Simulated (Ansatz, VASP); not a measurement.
**Si in VASP and in Ansatz**

```xyz
6
Lattice="-3.5885 3.5885 2.1014 3.5885 -3.5885 2.1014 3.5885 3.5885 -2.1014" Properties=species:S:1:pos:R:3 pbc="T T T"
Si    0.0000    0.0000    2.1014
Si    3.5885    0.0000    1.0507
Si    1.7943    3.3145    1.5761
Si   -1.7943    3.8625    1.5761
Si    0.2740    1.7943    0.5254
Si   -0.2740    5.3828    0.5254
```

Alike in both runs: task relaxation of cell and atoms; functional PBE; k mesh 10 × 10 × 10; occupations gaussian, width 0.1 eV; no spin polarisation.

```csv
,VASP,Ansatz
version,VASP 6.6.1,Ansatz 0.2.0
potentials or method,"VASP PAW PBE potentials, release 64 (Si), cutoff 600 eV","scalar-relativistic, plane waves, PAW"
valence electrons in the cell,24,24
```

```csv
,VASP,Ansatz,Ansatz less VASP
"gap on the k mesh at the Fermi level, each at its own relaxed structure (eV)",none,none,-
relaxed volume (Å³/atom),18.01,18.03,+0.022
relaxed cell length with the largest relative difference (Å),5.492,5.495,+0.0026
```

A gap of «none» marks a metal or a gap that the smearing closes.
